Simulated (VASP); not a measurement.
# Ti3N4F in VASP: single point with PBE

Aim: the single point of Ti3N4F with PBE.

All numbers are computed with VASP 6.6.1; they aren't measurements. Logs are shortened: lines on timing, memory, paths and dates and some standing lists are left out, and cuts for length are marked.

## Step 1: The cell of the first run

The cell holds a slab with vacuum, 8 atoms: a = 3.003 Å, b = 3.003 Å, c = 24.123 Å, α = 90.00°, β = 90.00°, γ = 120.00°.

## Step 2: Single point, PBE, collinear spin

INCAR

```
SYSTEM = Ti3N4F
PREC     = Accurate       ! precision mode
ENCUT    = 520            ! plane-wave cutoff, eV
EDIFF    = 1E-6           ! SCF threshold, eV
ISMEAR   = 0              ! smearing method
SIGMA    = 0.1            ! smearing width, eV
LREAL    = .False.        ! projectors in reciprocal space
LASPH    = .True.         ! aspherical terms in the spheres
NELM     = 150            ! most SCF steps
ALGO     = Normal         ! electronic algorithm
ISIF     = 2              ! what is computed and relaxed
LWAVE    = .False.        ! write WAVECAR
LCHARG   = .True.         ! write CHGCAR
ISPIN    = 2              ! spin polarisation
MAGMOM   = 0 0 0 0 0 0 0 1 ! initial moments
LORBIT   = 11             ! projections on sites
LMAXMIX  = 4              ! l up to which the mixer works
LDIPOL   = .True.       
IDIPOL   = 3            
DIPOL    = 0.5 0.5 0.340
GGA      = PE             ! functional
LELF     = .True.         ! ELF
LVHAR    = .True.       
LVACPOTAV= .True.       
NBANDS   = 46             ! bands
```

KPOINTS

```
regular mesh
0
Gamma
  9 9 1
  0 0 0
```

POSCAR

```
Ti3N4F
1.0
    3.0028555067      0.0000000000      0.0000000000
   -1.5014277534      2.6005491527      0.0000000000
    0.0000000000      0.0000000000     24.1233847574
N Ti F
4 3 1
Direct
    0.3333333333      0.6666666667      0.1658142106
    0.0000000000      0.0000000000      0.2674509120
    0.6666666667      0.3333333333      0.3654787997
    0.3333333333      0.6666666667      0.4611038156
    0.6666666667      0.3333333333      0.2166325613
    0.3333333333      0.6666666667      0.3190139883
    0.0000000000      0.0000000000      0.4290633806
    1.0000000000      0.0000000000      0.4950957288
```

Potentials or basis: VASP PAW PBE potentials, release 64 (N, Ti_sv, F).

On the command line:

```console
$ cat potpaw_PBE.64/N/POTCAR potpaw_PBE.64/Ti_sv/POTCAR potpaw_PBE.64/F/POTCAR > POTCAR
$ mpirun -np 1 vasp_std > vasp.out
```

OUTCAR:

```text
SYSTEM = Ti3N4F
   PREC = Accurate
   ENCUT = 520
   EDIFF = 1E-6
   ISMEAR = 0
   LREAL = .False.
   LASPH = .True.
   NELM = 150
   ISIF = 2
   ISPIN = 2
   LORBIT = 11
   GGA = PE

 ion  position               nearest neighbor table
   1  0.333  0.667  0.166-   5 2.12   5 2.12   5 2.12
   2  0.000  0.000  0.267-   5 2.12   5 2.12   5 2.12   6 2.13   6 2.13   6 2.13
   3  0.667  0.333  0.365-   6 2.06   6 2.06   6 2.06   7 2.31   7 2.31   7 2.31
   4  0.333  0.667  0.461-   7 1.90   7 1.90   7 1.90
   5  0.667  0.333  0.217-   1 2.12   1 2.12   2 2.12   2 2.12   2 2.12   1 2.12
   6  0.333  0.667  0.319-   3 2.06   3 2.06   3 2.06   2 2.13   2 2.13   2 2.13
   7  0.000  0.000  0.429-   8 1.59   4 1.90   4 1.90   4 1.90   3 2.31   3 2.31   3 2.31
   8  0.000  0.000  0.495-   7 1.59

  LATTYP: Found a hexagonal cell.
 ALAT       =     3.0028555067
 C/A-ratio  =     8.0334816989

  Lattice vectors:

 A1 = (   3.0028555067,   0.0000000000,   0.0000000000)
 A2 = (  -1.5014277534,   2.6005491527,   0.0000000000)
 A3 = (   0.0000000000,   0.0000000000,  24.1233847574)

Analysis of symmetry for initial positions (statically):
=====================================================================
 Subroutine PRICEL returns:
 Original cell was already a primitive cell.

 Routine SETGRP: Setting up the symmetry group for a
 hexagonal supercell.

 Subroutine GETGRP returns: Found  6 space group operations
 (whereof  6 operations were pure point group operations)
 out of a pool of 24 trial point group operations.

The static configuration has the point symmetry C_3v.

Analysis of symmetry for dynamics (positions and initial velocities):
=====================================================================
 Subroutine PRICEL returns:
 Original cell was already a primitive cell.

 Routine SETGRP: Setting up the symmetry group for a
 hexagonal supercell.

 Subroutine GETGRP returns: Found  6 space group operations
 (whereof  6 operations were pure point group operations)
 out of a pool of 24 trial point group operations.

The dynamic configuration has the point symmetry C_3v.

Analysis of structural, dynamic, and magnetic symmetry:
=====================================================================
 Subroutine PRICEL returns:
 Original cell was already a primitive cell.

 Routine SETGRP: Setting up the symmetry group for a
 hexagonal supercell.

 Subroutine GETGRP returns: Found  6 space group operations
 (whereof  6 operations were pure point group operations)
 out of a pool of 24 trial point group operations.

The overall configuration has the point symmetry C_3v.

 Subroutine INISYM returns: Found  6 space group operations
 (whereof  6 operations are pure point group operations),
 and found     1 'primitive' translations

----------------------------------------------------------------------------------------

                                     Primitive cell

  volume of cell :     188.3813

  direct lattice vectors                    reciprocal lattice vectors
     3.002855507  0.000000000  0.000000000     0.333016357  0.192267083  0.000000000
    -1.501427753  2.600549153  0.000000000     0.000000000  0.384534166  0.000000000
     0.000000000  0.000000000 24.123384757     0.000000000  0.000000000  0.041453553

  length of vectors
     3.002855507  3.002855507 24.123384757     0.384534166  0.384534166  0.041453553

  position of ions in fractional coordinates (direct lattice)
     0.333333333  0.666666667  0.165814211
     0.000000000  0.000000000  0.267450912
     0.666666667  0.333333333  0.365478800
     0.333333333  0.666666667  0.461103816
     0.666666667  0.333333333  0.216632561
     0.333333333  0.666666667  0.319013988
     0.000000000  0.000000000  0.429063381
     0.000000000  0.000000000  0.495095729

  ion indices of the primitive-cell ions
   primitive index   ion index
                 1           1
                 2           2
                 3           3
                 4           4
                 5           5
                 6           6
                 7           7
                 8           8

----------------------------------------------------------------------------------------

 KPOINTS: regular mesh

Automatic generation of k-mesh.
 Grid dimensions read from file:
 generate k-points for:    9    9    1

 Generating k-lattice:

  Cartesian coordinates                     Fractional coordinates (reciprocal lattice)
     0.037001817  0.021363009  0.000000000     0.111111111 -0.000000000  0.000000000
     0.000000000  0.042726018  0.000000000     0.000000000  0.111111111  0.000000000
     0.000000000  0.000000000  0.041453553     0.000000000  0.000000000  1.000000000

  Length of vectors
     0.042726018  0.042726018  0.041453553

  Shift w.r.t. Gamma in fractional coordinates (k-lattice)
     0.000000000  0.000000000  0.000000000

 Subroutine IBZKPT returns following result:
 ===========================================

 Found     12 irreducible k-points:

 Following reciprocal coordinates:
            Coordinates               Weight
  0.000000  0.000000  0.000000      1.000000
  0.111111  0.000000  0.000000      6.000000
  0.222222  0.000000  0.000000      6.000000
  0.333333  0.000000  0.000000      6.000000
  0.444444  0.000000  0.000000      6.000000
  0.111111  0.111111  0.000000      6.000000
  0.222222  0.111111  0.000000     12.000000
  0.333333  0.111111  0.000000     12.000000
  0.444444  0.111111  0.000000      6.000000
  0.222222  0.222222  0.000000      6.000000
  0.333333  0.222222  0.000000     12.000000
  0.333333  0.333333  0.000000      2.000000
   k-points           NKPTS =     12   k-points in BZ     NKDIM =     12   number of bands    NBANDS=     46
   number of dos      NEDOS =    301   number of ions     NIONS =      8
   total plane-waves  NPLWV = 103680
   dimension x,y,z NGX =    24 NGY =   24 NGZ =  180
   dimension x,y,z NGXF=    48 NGYF=   48 NGZF=  360
   ions per type =               4   3   1
   NGX,Y,Z   is equivalent  to a cutoff of  13.29, 13.29, 12.40 a.u.
   NGXF,Y,Z  is equivalent  to a cutoff of  26.57, 26.57, 24.81 a.u.
 SYSTEM =  Ti3N4F
   PREC   = accura    normal or accurate (medium, high low for compatibility)
   ISTART =      0    job   : 0-new  1-cont  2-samecut
   ICHARG =      2    charge: 1-file 2-atom 10-const
   ISPIN  =      2    spin polarized calculation?
   LNONCOLLINEAR =      F non collinear calculations
   LSORBIT =      F    spin-orbit coupling
   LASPH  =      T    aspherical Exc in radial PAW
   ENCUT  =  520.0 eV  38.22 Ry    6.18 a.u.   5.58  5.58 44.85*2*pi/ulx,y,z
   NELM   =    150;   NELMIN=  2; NELMDL= -5     # of ELM steps
   EDIFF  = 0.1E-05   stopping-criterion for ELM
   LREAL  =      F    real-space projection
   EDIFFG = 0.1E-04   stopping-criterion for IOM
   NSW    =      0    number of steps for IOM
   IBRION =     -1    ionic relax: 0-MD 1-quasi-New 2-CG
   NFREE  =      0    steps in history (QN), initial steepest desc. (CG)
   ISIF   =      2    stress and relaxation
   ISYM   =      2    0-nonsym 1-usesym 2-fastsym
   POTIM  = 0.5000    time-step for ionic-motion
   TEBEG  =    0.0;   TEEND  =   0.0 temperature during run
   PSTRESS=    0.0 pullay stress
   NELECT =      63.0000    total number of electrons
   NUPDOWN=      -1.0000    fix difference up-down
   EMIN   =  10.00;   EMAX   =-10.00  energy-range for DOS
   EFERMI =   0.00;   METHOD = LEGACY
   ISMEAR =     0;   SIGMA  =   0.10  broadening in eV -4-tet -1-fermi 0-gaus
   EFERMI_NEDOS =   21; number of points for ismear=-14 and -15
   IALGO  =     38    algorithm
   IMIX   =      4    mixing-type and parameters
     AMIX     =   0.40;   BMIX     =  1.00
     AMIX_MAG =   1.60;   BMIX_MAG =  1.00
  volume/ion in A,a.u.               =      23.55       158.91
  Fermi-wavevector in a.u.,A,eV,Ry     =   1.136342  2.147375 17.568841  1.291273
  Thomas-Fermi vector in A             =   2.273047
   LORBIT       =     11    0 simple, 1 ext, 2 COOP (PROOUT), +10 PAW based schemes
   GGA     = PE    functional components
   LHFCALC =     F    Hartree Fock is set to
   AEXX    =    0.0000 exact exchange contribution
   IVDW    =     0    specifies the selected vdW correction
   LEPSILON=     F    determine dielectric tensor
   LRPA    =     F    only Hartree local field effects (RPA)
 spin polarized calculation
 Gauss-broadening in eV      SIGMA  =   0.10
  energy-cutoff  :      520.00
  volume of cell :      188.38
 maximum number of plane-waves:      5137
 NGX is ok and might be reduce to    24
   NGX = 11   NGY = 11   NGZ = 89

 dipolmoment           0.000000      0.000000      0.075105 electrons x Angstroem

 number of electron      63.0000019 magnetization       0.8819366

 dipolmoment           0.000000      0.000000     -0.058691 electrons x Angstroem

 Free energy of the ion-electron system (eV)
  ---------------------------------------------------
  ext. energy  EPLUGINS =         0.00000000
  ---------------------------------------------------
  free energy    TOTEN  =       -63.30125967 eV

  energy without entropy =      -63.28524560  energy(sigma->0) =      -63.29325264

 E-fermi :  -1.1707     XC(G=0):  -5.4361

 val. band max:       -1.1828563265   @ k =   0.1111   0.0000   0.0000
 cond. band min:      -1.1684480297   @ k =   0.3333   0.0000   0.0000
 fundamental gap:      0.0144082968
 Fermi energy:        -1.1706961616

 spin component 1

 k-point     1 :       0.0000    0.0000    0.0000
  band No.  band energies     occupation
      1     -58.9641      1.00000
      2     -57.8222      1.00000
      3     -57.7904      1.00000
      4     -35.3983      1.00000
      5     -35.2165      1.00000
      6     -35.0057      1.00000
[... 541 lines left out ...]
     42       2.9936      0.00000
     43       4.2190      0.00000
 Fermi energy:        -1.1706961616

 spin component 2

 k-point     1 :       0.0000    0.0000    0.0000
  band No.  band energies     occupation
      1     -59.0184      1.00000
      2     -57.8206      1.00000
      3     -57.7942      1.00000
      4     -35.4188      1.00000
      5     -35.2221      1.00000
      6     -35.0539      1.00000
[... 541 lines left out ...]
     42       2.9984      0.00000
     43       4.2508      0.00000
 [bands above 43 left out]

------------------------ aborting loop because EDIFF is reached ----------------------------------------

  FORCE on cell =-STRESS in cart. coord.  units (eV):
  Direction    XX          YY          ZZ          XY          YZ          ZX
  --------------------------------------------------------------------------------------
  -------------------------------------------------------------------------------------
  Total       11.5815025     11.5815025     15.9833505     -0.0000000      0.0000000     -0.0000000
  in kB       98.5003432     98.5003432    135.9379325     -0.0000000      0.0000000     -0.0000000
  external PRESSURE =     110.9795396 kB  Pullay stress =       0.0000000 kB

 VOLUME and BASIS-vectors are now :
 -----------------------------------------------------------------------------
  energy-cutoff  :      520.00
  volume of cell :      188.38
      direct lattice vectors                 reciprocal lattice vectors
     3.002855507  0.000000000  0.000000000     0.333016357  0.192267083  0.000000000
    -1.501427753  2.600549153  0.000000000     0.000000000  0.384534166  0.000000000
     0.000000000  0.000000000 24.123384757     0.000000000  0.000000000  0.041453553

 POSITION                                       TOTAL-FORCE (eV/Angst)
 -----------------------------------------------------------------------------------
     -0.00000      1.73370      4.00000         0.000000      0.000000      4.282918
      0.00000      0.00000      6.45182         0.000000      0.000000      1.060585
      1.50143      0.86685      8.81659        -0.000000      0.000000      0.088031
     -0.00000      1.73370     11.12338        -0.000000     -0.000000     -5.569060
      1.50143      0.86685      5.22591        -0.000000     -0.000000     -5.592700
     -0.00000      1.73370      7.69570         0.000000      0.000000      0.234135
      0.00000      0.00000     10.35046         0.000000     -0.000000     -9.472392
      0.00000      0.00000     11.94338         0.000000     -0.000000     14.968482
 -----------------------------------------------------------------------------------
    total drift:                                0.000000     -0.000001      0.002168

  FREE ENERGIE OF THE ION-ELECTRON SYSTEM (eV)
  ---------------------------------------------------
  free  energy   TOTEN  =       -63.3012596735 eV

  energy  without entropy=      -63.2852455992  energy(sigma->0) =      -63.29325264

 vacuum level on the upper side and lower side of the slab         5.546         6.906

 total charge

# of ion       s       p       d       tot
------------------------------------------
    1        1.311   2.200   0.000   3.510
    2        1.253   2.497   0.000   3.750
    3        1.252   2.475   0.000   3.728
    4        1.331   2.411   0.000   3.742
    5        2.193   6.226   1.890  10.310
    6        2.199   6.255   1.903  10.357
    7        2.276   6.364   2.303  10.944
    8        1.783   4.356   0.000   6.140
--------------------------------------------------
tot         13.599  32.784   6.097  52.480

 magnetization (x)

# of ion       s       p       d       tot
------------------------------------------
    1        0.001   0.025   0.000   0.026
    2        0.001   0.013   0.000   0.013
    3        0.001   0.018   0.000   0.020
    4        0.058   0.423   0.000   0.481
    5        0.000   0.001  -0.005  -0.003
    6       -0.001  -0.000  -0.054  -0.055
    7        0.007   0.012  -0.006   0.013
    8        0.005   0.212   0.000   0.218
--------------------------------------------------
tot          0.072   0.705  -0.064   0.713
```

Wall time 10 min (1 thread of Intel Xeon Platinum 8259CL at 2.50GHz (Skylake/Cascade Lake), shared host); peak memory 0.48 GiB.

What came out:

```
Free energy                                           : -63.3013 eV
Largest force                                         : 14.968 eV/Å
Net moment                                            : 0.88 μB per cell
Site moments                                          : N +0.03, +0.01, +0.02, +0.48; Ti -0.00, -0.06, +0.01; F +0.22 μB
Valence electrons inside the program's atomic spheres : N 3.51, 3.75, 3.73, 3.74; Ti 10.31, 10.36, 10.94; F 6.14
```

Forces in eV/Å, atoms in the order of the input:
```
N    0.000  0.000  4.283
N    0.000  0.000  1.061
N    0.000  0.000  0.088
N    0.000  0.000 -5.569
Ti   0.000  0.000 -5.593
Ti   0.000  0.000  0.234
Ti   0.000  0.000 -9.472
F    0.000  0.000 14.968
```

Levels at points of the mesh, in eV from the Fermi level:
Spin up:
```tsv
k point	band 28	band 29	band 30	band 31	band 32	band 33	band 34	band 35	band 36	band 37
(0.00, 0.00, 0.00)	-2.10	-2.01	-0.65	0.09	0.09	0.51	0.51	1.24	2.15	2.15
```
Spin down:
```
           k point  band 28  band 29  band 30  band 31  band 32  band 33  band 34  band 35
(0.00, 0.00, 0.00)    -1.96    -1.06    -0.22     0.13     0.13     0.47     0.47     1.24
```

Caveat: a moment this small can come from the mesh or the smearing.
